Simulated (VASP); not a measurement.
Runs of VASP 6.6.1 on MgF2. The structure is that of space group P4_2/mnm (No. 136), or close to it. The cells are those of the table. 

| level | cell | k mesh | cutoff (eV) | grid for exact exchange (PRECFOCK) | screening parameter | gap on the mesh (eV) | pressure (GPa) | largest force (eV/Å) |
| --- | --- | --- | --- | --- | --- | --- | --- | --- |
| r2SCAN | a = 4.761, b = 4.761, c = 3.137 Å, 6 atoms | 6 × 6 × 8 | 660 | - | - | 7.43 | -9.0 | 0.01 |
| r2SCAN | a = 4.807, b = 4.807, c = 3.168 Å, 6 atoms | 6 × 6 × 8 | 660 | - | - | (a) | -10.8 | 0.01 |
| HSE06 | a = 4.807, b = 4.807, c = 3.168 Å, 6 atoms | 4 × 4 × 6 | 520 | Normal | 0.2079 1/Å | 8.60 | -9.0 | 0.02 |
| HSE06 | a = 4.622, b = 4.622, c = 3.046 Å, 6 atoms | 4 × 4 × 6 | 520 | Normal | 0.2079 1/Å | 9.41 | 0.7 | 0.02 |
| HSE06 | a = 4.576, b = 4.576, c = 3.016 Å, 6 atoms | 4 × 4 × 6 | 520 | Normal | 0.2079 1/Å | (b) | 4.2 | 0.02 |
| HSE06 | a = 4.483, b = 4.483, c = 2.955 Å, 6 atoms | 4 × 4 × 6 | 520 | Normal | 0.2079 1/Å | 10.10 | 12.7 | 0.02 |

Alike in all rows: task single point; potentials or basis VASP PAW PBE potentials, release 64 (Mg, F); no spin polarisation; smearing gaussian 0.01 eV.

Problem. Estimate the missing entries.

Solution. (a) 7.25; (b) 9.63.

Caveats: the PAW data sets were made with another functional, which shifts forces and pressure a little.

A k mesh can miss the band edges.
